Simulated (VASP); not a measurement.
Wanted: the native input for a VASP 6.6.1 run.

```
Task                   : relaxation of cell and atoms
Functional             : LDA
Potentials or basis    : VASP PAW LDA potentials, release 64 (Pb_d, S)
Cutoff                 : 600 eV
k mesh                 : 6 × 6 × 6
Occupations            : fermi-dirac, width 0.02 eV
Spin                   : no spin polarisation
Dipole correction      : no
Further INCAR settings : ALGO = Normal; EDIFF = 1e-06; IBRION = 2; EDIFFG = -0.005; NSW = 80; ISIF = 3
```

The structure of PbS lies in POSCAR:

```
PbS
1.0
    3.6519375865      0.0000000000      0.0000000000
    0.0000000000      3.6519375865      0.0000000000
    0.0000000000      0.0000000000      3.6519375865
Pb S
1 1
Direct
    0.0000000000      0.0000000000      0.0000000000
    0.5000000000      0.5000000000      0.5000000000
```

These files were run (other wordings do the same):

INCAR

```
SYSTEM = PbS
PREC     = Accurate       ! precision mode
ENCUT    = 600            ! plane-wave cutoff, eV
EDIFF    = 1E-6           ! SCF threshold, eV
ISMEAR   = -1             ! smearing method
SIGMA    = 0.02           ! smearing width, eV
LREAL    = .FALSE.        ! projectors in reciprocal space
LASPH    = .TRUE.         ! aspherical terms in the spheres
NELM     = 60             ! most SCF steps
ALGO     = Normal         ! electronic algorithm
ISIF     = 3              ! what is computed and relaxed
LWAVE    = .FALSE.        ! write WAVECAR
LCHARG   = .FALSE.        ! write CHGCAR
IBRION   = 2              ! ionic algorithm
NSW      = 80             ! ionic steps
EDIFFG   = -0.005         ! ionic threshold
```

KPOINTS

```
regular mesh
0
G
  6 6 6
  0 0 0
```

Potentials or basis: VASP PAW LDA potentials, release 64 (Pb_d, S).

Command:

```console
$ cat potpaw_LDA.64/Pb_d/POTCAR potpaw_LDA.64/S/POTCAR > POTCAR
$ mpirun -np 1 vasp_std > vasp.out
```

Results of the run:

```json
{"Relaxed volume": "22.18 Å³/atom", "Relaxed cell": "a = 3.540 Å, b = 3.540 Å, c = 3.540 Å, α = 90.00°, β = 90.00°, γ = 90.00°", "Space group after relaxing (to 0.05 Å)": "Pm-3m (No. 221)", "Energy gained by relaxing": "35.2 meV/atom", "Ionic steps": "9", "Pressure after relaxing": "0.0 GPa", "Band gap on the k mesh": "zero (band 10 reaches 7.16 eV, above the bottom of band 11 at 6.19 eV)"}
```

Caveat: spin-orbit coupling is left out, which moves the levels of the heavy elements.

Run time: 64 s on 1 thread of AMD EPYC 7R13 Processor (Zen 3), with other jobs on the host, peak memory 0.14 GiB.
